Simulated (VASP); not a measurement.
Set up this calculation in VASP 6.6.1, as the native input.

- Task: single point
- Functional: PBE
- Potentials or basis: VASP PAW PBE potentials, release 64 (Al, Ru_pv)
- Cutoff: 520 eV
- k mesh: 2 × 2 × 1
- Occupations: fermi-dirac, width 0.1 eV
- Spin: no spin polarisation
- Dipole correction: no
- Further INCAR settings: LREAL = Auto; ALGO = Normal; EDIFF = 1e-06; NBANDS = 68

The structure of Al27Ru lies in POSCAR:

```
Al27Ru
1.0
    8.5913470000      0.0000000000      0.0000000000
    4.2956740000      7.4403250000      0.0000000000
    0.0000000000      0.0000000000     17.6765370000
Al Ru
27 1
Direct
    0.1111110703      0.1111111410      0.0565722234
    0.4444443648      0.1111111410      0.0565722234
    0.7777777758      0.1111111410      0.0565722234
    0.1111110539      0.4444444295      0.0565722234
    0.4444443484      0.4444444295      0.0565722234
    0.7777777594      0.4444444295      0.0565722234
    0.1111110867      0.7777778524      0.0565722234
    0.4444443812      0.7777778524      0.0565722234
    0.7777777922      0.7777778524      0.0565722234
   -0.1155438044      0.2282889524      0.1877983227
    0.2258711776      0.2227702419      0.1877893277
    0.5501017932      0.2245500029      0.1890153032
   -0.1167124545      0.5678604093      0.1895147223
    0.2138652372      0.5682215495      0.1895303927
    0.5451629839      0.5674293798      0.1908492031
   -0.1164720152      0.9017647751      0.1937290093
    0.2121405243      0.9014713739      0.1927585703
    0.5538247837      0.8895419219      0.1911600106
   -0.0244679457      0.0381601610      0.3382411951
    0.3422154349     -0.0074569323      0.3240880835
    0.6576699774     -0.0069772490      0.3242217070
    0.0260918679      0.3453331676      0.3162299267
    0.3254075757      0.3421531990      0.3208685615
    0.6194715978      0.3486334266      0.3205857573
   -0.0071099732      0.6866678539      0.3242166155
    0.3072344771      0.6895900381      0.3237541380
    0.6730940675      0.6447973711      0.3389940575
    0.8320889611      0.3371366170      0.4052916021
```

The input as run:

INCAR

```
SYSTEM = Al27Ru
PREC     = Accurate       ! precision mode
ENCUT    = 520            ! plane-wave cutoff, eV
EDIFF    = 1E-6           ! SCF threshold, eV
ISMEAR   = -1             ! smearing method
SIGMA    = 0.1            ! smearing width, eV
LREAL    = Auto         
LASPH    = .True.         ! aspherical terms in the spheres
NELM     = 60             ! most SCF steps
ALGO     = Normal         ! electronic algorithm
ISIF     = 2              ! what is computed and relaxed
LWAVE    = .False.        ! write WAVECAR
LCHARG   = .False.        ! write CHGCAR
GGA      = PE             ! functional
NBANDS   = 68             ! bands
```

KPOINTS

```
Automatic mesh
0
Gamma
  2 2 1
  0 0 0
```

Potentials or basis: VASP PAW PBE potentials, release 64 (Al, Ru_pv).

Launch:

```sh
$ cat potpaw_PBE.64/Al/POTCAR potpaw_PBE.64/Ru_pv/POTCAR > POTCAR
$ mpirun -np 1 vasp_std > vasp.out
```

Results of the run:

* Largest force: 0.118 eV/Å
* Band gap on the k mesh: zero (an odd number of electrons rules out a gap without spin polarisation)

Caveat: the k points lie up to 0.42 Å⁻¹ apart, too coarse for converged energies and pressures of a metal; there is no dipole correction, which matters where the two faces differ.

Wall time 7.8 min on 1 thread of AMD EPYC 9R45 96-Core Processor (Zen 5) (shared host), peak memory 1 GiB.
